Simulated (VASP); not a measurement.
A run of VASP 6.6.1 is set up as follows.

The input INCAR:

```
SYSTEM = ZnO
PREC = Accurate ; ENCUT = 600
EDIFF = 1E-6 ; ISMEAR = -1
SIGMA = 0.02 ; LREAL = .FALSE.
LASPH = .TRUE. ; NELM = 80
ALGO = Normal ; ISIF = 3
LWAVE = .FALSE. ; LCHARG = .FALSE.
GGA = PS ; IBRION = 2
NSW = 80 ; EDIFFG = -0.005
```

The input KPOINTS:

```
Automatic mesh
0
G
  8 8 8
  0 0 0
```

POSCAR

```
ZnO
1.0
    2.6879425181      0.0000000000      0.0000000000
    0.0000000000      2.6879425181      0.0000000000
    0.0000000000      0.0000000000      2.6879425181
Zn O
1 1
Direct
    0.0000000000      0.0000000000      0.0000000000
    0.5000000000      0.5000000000      0.5000000000
```

Potentials or basis: VASP PAW PBE potentials, release 64 (Zn, O).

Launch:

```console
$ cat potpaw_PBE.64/Zn/POTCAR potpaw_PBE.64/O/POTCAR > POTCAR
$ mpirun -np 1 vasp_std > vasp.out
```

What does it give for the band gap on the k mesh?

Zero (band 9 reaches 3.41 eV, above the bottom of band 10 at 2.74 eV).

What does it give for the relaxed cell?

a = 2.649 Å, b = 2.649 Å, c = 2.649 Å, α = 90.00°, β = 90.00°, γ = 90.00°.

Final structure:
```cif
data_structure
_symmetry_space_group_name_H-M 'P 1'
_symmetry_Int_Tables_number 1
_cell_length_a 2.6486
_cell_length_b 2.6486
_cell_length_c 2.6486
_cell_angle_alpha 90.000
_cell_angle_beta 90.000
_cell_angle_gamma 90.000
_cell_volume 18.58
loop_
_atom_site_label
_atom_site_type_symbol
_atom_site_fract_x
_atom_site_fract_y
_atom_site_fract_z
_atom_site_occupancy
Zn1 Zn 0.00000 0.00000 0.00000 1
O1 O 0.50000 0.50000 0.50000 1
```
